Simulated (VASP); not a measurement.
Set up this calculation in VASP 6.6.1, as the native input.

```yaml
Task: single point
Functional: PBEsol
Potentials_or_basis: VASP PAW PBE potentials, release 64 (Hf_pv, O)
Cutoff: 520 eV
k_mesh: 6 × 6 × 6
Occupations: gaussian, width 0.01 eV
Spin: no spin polarisation
Dipole_correction: no
Further_INCAR_settings: ALGO = Normal; EDIFF = 1e-06; NBANDS = 56
```

The structure of HfO2 lies in POSCAR:

```
HfO2
1.0
    5.2288996088      0.0000000000      0.0000000000
    0.0000000000      5.0179112762      0.0000000000
    0.0000000000      0.0000000000      5.0422344765
Hf O
4 8
Direct
    0.0082243467      0.2543877014      0.2138286630
    0.4917756545      0.2543877014      0.7138286630
    0.5082243467      0.7456122961      0.2138286630
    0.9917756545      0.7456122961      0.7138286630
    0.3176854364      0.0596411540      0.3933397086
    0.1823145648      0.0596411540      0.8933397086
    0.7841763144      0.4482079447      0.5058316284
    0.7158236868      0.4482079447      1.0058316284
    0.2158236868      0.5517920603      1.0058316284
    0.2841763069      0.5517920603      0.5058316284
    0.8176854364      0.9403588435      0.3933397086
    0.6823145648      0.9403588435      0.8933397086
```

This cell differs from its parent crystal: atoms moved along the polar distortion.

These files were run (other wordings do the same):

INCAR

```
SYSTEM = HfO2
ALGO = Normal
EDIFF = 1E-6
ENCUT = 520
GGA = PS
ISIF = 2
ISMEAR = 0
LASPH = .TRUE.
LCHARG = .FALSE.
LREAL = .FALSE.
LWAVE = .FALSE.
NBANDS = 56
NELM = 80
PREC = Accurate
SIGMA = 0.01
```

KPOINTS

```
k-points
0
G
  6 6 6
  0 0 0
```

Potentials or basis: VASP PAW PBE potentials, release 64 (Hf_pv, O).

Launch:

```console
$ cat potpaw_PBE.64/Hf_pv/POTCAR potpaw_PBE.64/O/POTCAR > POTCAR
$ mpirun -np 1 vasp_std > vasp.out
```

Results of the run:

| Property | Result |
| --- | --- |
| Pressure | 1.1 GPa |
| Largest force | 0.752 eV/Å |
| Band gap on the k mesh | 3.95 eV (least direct gap 4.24 eV) |

Caveat: the cell differs from its parent crystal (atoms moved along the polar distortion); the stress differs along the axes, from -6 to 5 GPa; the PAW data sets were made with another functional, which shifts forces and pressure a little; spin-orbit coupling is left out, which moves the levels of the heavy elements.

Wall time 12 min on 1 thread of Intel Xeon 8259CL (shared host), peak memory 0.47 GiB.
